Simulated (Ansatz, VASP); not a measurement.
One calculation of Re, two programs

Contents of INCAR:

```
SYSTEM = Re
PREC = Accurate ; ENCUT = 520
EDIFF = 1E-6 ; ISMEAR = -1
SIGMA = 0.05 ; LREAL = .False.
LASPH = .True. ; NELM = 60
ALGO = Normal ; ISIF = 2
LWAVE = .False. ; LCHARG = .True.
GGA = PS ; LELF = .True.
LVHAR = .True. ; NBANDS = 10
```

KPOINTS

```
regular mesh
0
Gamma
  14 14 14
  0 0 0
```

POSCAR

```
Re
1.0
    0.0000000000      2.0137353243      2.0137353243
    2.0137353243      0.0000000000      2.0137353243
    2.0137353243      2.0137353243      0.0000000000
Re
1
Direct
    0.0000000000      0.0000000000      0.0000000000
```

Input for Ansatz:

```yaml
crystal:
  lattice:
    - [0.0, 2.0137353243, 2.0137353243]
    - [2.0137353243, 0.0, 2.0137353243]
    - [2.0137353243, 2.0137353243, 0.0]
  atoms:
    - { symbol: Re, position: [0.0, 0.0, 0.0] }
kpoints:
  mp_grid: { grid: [14, 14, 14] }
  band_path:
    path:
      - [0.0, 0.0, 0.0]
      - [0.5, 0.0, 0.5]
      - [0.625, 0.25, 0.625]
      - [0.375, 0.375, 0.75]
      - [0.0, 0.0, 0.0]
      - [0.5, 0.5, 0.5]
      - [0.5, 0.25, 0.75]
      - [0.5, 0.0, 0.5]
    npoints: 5
scf:
  occupations: { method: fermi_dirac, width: 0.05 }
hamiltonian:
  xc: pbesol
  pseudopotentials: { kind: all_electron, lapw: { basis_error: 0.00025 } }
output:
  forces: true
  stress: true
  eigenvalues: true
```

Change from the starting cell: volume scaled by 1.06.

Alike in both runs: task single point; functional PBEsol; k mesh 14 × 14 × 14; occupations fermi-dirac, width 0.05 eV; no spin polarisation.

|  | VASP | Ansatz |
| --- | --- | --- |
| version | VASP 6.6.1 | Ansatz 0.2.0 |
| potentials or method | VASP PAW PBE potentials, release 64 (Re), cutoff 520 eV | all-electron LAPW, scalar-relativistic |

```tsv
	VASP	Ansatz	Ansatz less VASP
pressure (GPa)	-34.5	-33.7	+0.82
```

VASP's potentials were made for PBE, not for PBEsol. Both programs put the cell under strong tension, so it lies far from rest at this level. Ansatz ran all-electron here, and VASP with PAW potentials.

Neither program's run includes spin-orbit coupling. Noted on VASP's run: the cell as given lies far from equilibrium.
